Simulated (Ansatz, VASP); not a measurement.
**Ge: VASP beside Ansatz**

```xyz
1
Lattice="2.7105 0.0000 0.0000 0.0000 2.7105 0.0000 0.0000 0.0000 2.7105" Properties=species:S:1:pos:R:3 pbc="T T T"
Ge    0.0000    0.0000    0.0000
```

Alike in both runs: task relaxation of cell and atoms; functional PBEsol-based global hybrid with a share of 0.25 of exact exchange; k mesh 5 × 5 × 5; occupations fermi-dirac, width 0.05 eV; no spin polarisation.

```csv
,VASP,Ansatz
version,VASP 6.6.1,Ansatz 0.2.0
potentials or method,"VASP PAW PBE potentials, release 64 (Ge_d)",Ansatz PAW
plane-wave cutoff (eV),600,420
valence electrons in the cell,14,14
```

Ansatz gave:

```
gap on the k mesh at the Fermi level, each at its own relaxed structure (eV) : none
relaxed volume (Å³/atom)                                                     : 19.01
relaxed length of the cell vector where the two differ most in proportion (Å)              : 2.669
```

Problem. What did VASP give for the same quantities?

Solution. gap on the k mesh at the Fermi level, each at its own relaxed structure (eV): none; relaxed volume (Å³/atom): 18.98; relaxed length of the cell vector where the two differ most in proportion (Å): 2.667.

VASP's potentials were made for PBE, not for PBEsol-based global hybrid. A gap of «none» marks a metal or a gap that the smearing closes.

The k mesh is coarse, so the values compare programs but aren't converged. Noted on Ansatz's run: the plane-wave basis is chosen anew once the cell has moved, so the energies of steps on either side of that aren't comparable.
